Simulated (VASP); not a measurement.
Runs of VASP 6.6.1 on NaI. Symmetry: Fm-3m, No. 225, cubic system. Conventional cell: a = 6.459 Å, b = 6.459 Å, c = 6.459 Å, α = 90.00°, β = 90.00°, γ = 90.00°. Within 4.2 Å of Na (site symmetry m-3m) lie 6 I at 3.23 Å. Within 4.2 Å of I (site symmetry m-3m) lie 6 Na at 3.23 Å. 

```tsv
task	level	potentials or basis	k mesh	cutoff (eV)	grid for exact exchange (PRECFOCK)	screening parameter	GW scheme	GW iterations	cutoff of the response function	gap on the mesh (eV)	pressure (GPa)
single point	PBE	VASP PAW PBE potentials, release 64 (Na_pv, I)	6 × 6 × 6	520	-	-	-	-	-	3.66	0.5
single point	PBE	VASP PAW PBE potentials, release 64 (Na_pv, I)	4 × 4 × 4	520	-	-	-	-	-	3.66	0.6
single point	LDA	VASP PAW LDA potentials, release 64 (Na_pv, I)	4 × 4 × 4	520	-	-	-	-	-	(c)	(b)
single point	HSE06	VASP PAW PBE potentials, release 64 (Na_pv, I)	4 × 4 × 4	520	Normal	0.2079 1/Å	-	-	-	4.67	0.3
single point	r2SCAN	VASP PAW PBE potentials, release 64 (Na_pv, I)	4 × 4 × 4	520	-	-	-	-	-	(a)	0.0
```

Alike in all rows: no spin polarisation; cell a = 4.567 Å, angles 60.0°, 2 atoms; smearing gaussian 0.01 eV.

Estimate the missing entries.

(a) 4.46; (b) -1.5; (c) 3.36.

Caveats: some runs use coarse meshes; spin-orbit coupling is left out, which moves the levels of the heavy elements; the PAW data sets were made with another functional, which shifts forces and pressure a little (some runs).

A k mesh can miss the band edges, and the runs leave out spin-orbit coupling on I.
